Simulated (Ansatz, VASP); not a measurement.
## One calculation of InP, two programs

INCAR

```
SYSTEM = InP
  PREC = Accurate
  ENCUT = 520
  EDIFF = 1E-6
  ISMEAR = 0
  SIGMA = 0.05
  LREAL = .FALSE.
  LASPH = .TRUE.
  NELM = 80
  ALGO = Normal
  ISIF = 2
  LWAVE = .FALSE.
  LCHARG = .FALSE.
  GGA = PE
  NBANDS = 16
```

KPOINTS

```
regular mesh
0
G
  10 10 10
  0 0 0
```

The input POSCAR:

```
InP
1.0
    0.0000000000      3.0936327061      2.6295878002
    3.0936327061      0.0000000000      2.6295878002
    3.0936327061      3.0936327061      0.0000000000
In P
1 1
Direct
    0.0000000000      0.0000000000      0.0000000000
    0.7500000000      0.7500000000      0.7500000000
```

Input for Ansatz:

```yaml
crystal:
  lattice:
    - [0.0, 3.0936327061, 2.6295878002]
    - [3.0936327061, 0.0, 2.6295878002]
    - [3.0936327061, 3.0936327061, 0.0]
  atoms:
    - { symbol: In, position: [0.0, 0.0, 0.0] }
    - { symbol: P, position: [0.75, 0.75, 0.75] }
basis:
  ecutwfc: 420
kpoints:
  mp_grid: { grid: [10, 10, 10] }
hamiltonian:
  xc: pbe
scf:
  occupations: { method: gaussian, width: 0.05 }
output:
  forces: true
  stress: true
  eigenvalues: true
  write_density: true
  write_potential: true
  elf: true
  volumetric_format: npy
```

Alike in both runs: task single point; functional PBE; k mesh 10 × 10 × 10; occupations gaussian, width 0.05 eV; no spin polarisation.

```csv
,VASP,Ansatz
version,VASP 6.6.1,Ansatz 0.2.0
potentials or method,"VASP PAW PBE potentials, release 64 (In_d, P), cutoff 520 eV","scalar-relativistic, plane waves, PAW"
valence electrons in the cell,18,18
```

```csv
,VASP,Ansatz,Ansatz less VASP
gap on the k mesh at the Fermi level (eV),0.23,0.23,+0.002
least direct gap on the mesh (eV),0.23,0.23,+0.002
pressure (GPa),2.6,2.6,+0.06
"traceless stress, the component that is largest in VASP (GPa)",3.00,2.99,-0.007
```
